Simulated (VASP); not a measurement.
Set up this calculation in VASP 6.6.1, as the native input.

```yaml
Task: single point
Functional: PBE
Potentials_or_basis: VASP PAW PBE potentials, release 64 (Rh_pv)
Cutoff: 520 eV
k_mesh: 18 × 18 × 10
Occupations: gaussian, width 0.15 eV
Spin: no spin polarisation
Dipole_correction: no
Further_INCAR_settings: ALGO = Fast; EDIFF = 1e-06; NBANDS = 22
```

The structure of Rh lies in POSCAR:

```
Rh
1.0
    2.6976000000      0.0000000000      0.0000000000
   -1.3488000000      2.3361901292      0.0000000000
    0.0000000000      0.0000000000      4.5254000000
Rh
2
Direct
    0.6666666667      0.3333333333      0.7500000000
    0.3333333333      0.6666666667      0.2500000000
```

This isn't the form of Rh at room conditions, which is fcc.

These files were run (other wordings do the same):

INCAR

```
PREC = Accurate
ENCUT = 520
EDIFF = 1E-6
ISMEAR = 0
SIGMA = 0.15
LREAL = False
LASPH = True
NELM = 60
ALGO = Fast
ISIF = 2
LWAVE = False
LCHARG = True
GGA = PE
LELF = True
LVHAR = True
NBANDS = 22
```

KPOINTS

```
regular mesh
0
Gamma
  18 18 10
```

Potentials or basis: VASP PAW PBE potentials, release 64 (Rh_pv).

Command:

```bash
$ cat potpaw_PBE.64/Rh_pv/POTCAR > POTCAR
$ mpirun -np 1 vasp_std > vasp.out
```

It gave:

```
Pressure               : -2.3 GPa
Band gap on the k mesh : zero (bands 15 and 16 overlap by 2.39 eV)
```

Wall time 110 s on 1 thread of Intel Xeon 8259CL, on a shared host, peak memory 0.22 GiB.
